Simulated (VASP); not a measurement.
Here is a VASP 6.6.1 calculation.

The input INCAR:

```
SYSTEM = Si
  ALGO = Normal
  EDIFF = 1E-6
  ENCUT = 520
  GGA = PE
  ISIF = 2
  ISMEAR = 0
  LASPH = .TRUE.
  LCHARG = .FALSE.
  LREAL = .FALSE.
  LWAVE = .FALSE.
  NBANDS = 11
  NELM = 100
  PREC = Accurate
  SIGMA = 0.01
```

The input KPOINTS:

```
k-points
0
G
  4 4 4
  0 0 0
```

Contents of POSCAR:

```
Si
1.0
    0.0000000000      2.7221197378      2.7221197378
    2.7221197378      0.0000000000      2.7221197378
    2.7221197378      2.7221197378      0.0000000000
Si
2
Direct
    0.2500000000      0.2500000000      0.2500000000
    0.0000000000      0.0000000000      0.0000000000
```

Potentials or basis: VASP PAW PBE potentials, release 64 (Si).

Run with:

```bash
$ cat potpaw_PBE.64/Si/POTCAR > POTCAR
$ mpirun -np 1 vasp_std > vasp.out
```

What does it give for the band gap on the k mesh?

0.71 eV, indirect (least direct gap 2.54 eV).

Predict the pressure.

1.8 GPa.

Caveat: the k points lie up to 0.50 Å⁻¹ apart. A k mesh can miss the band edges.
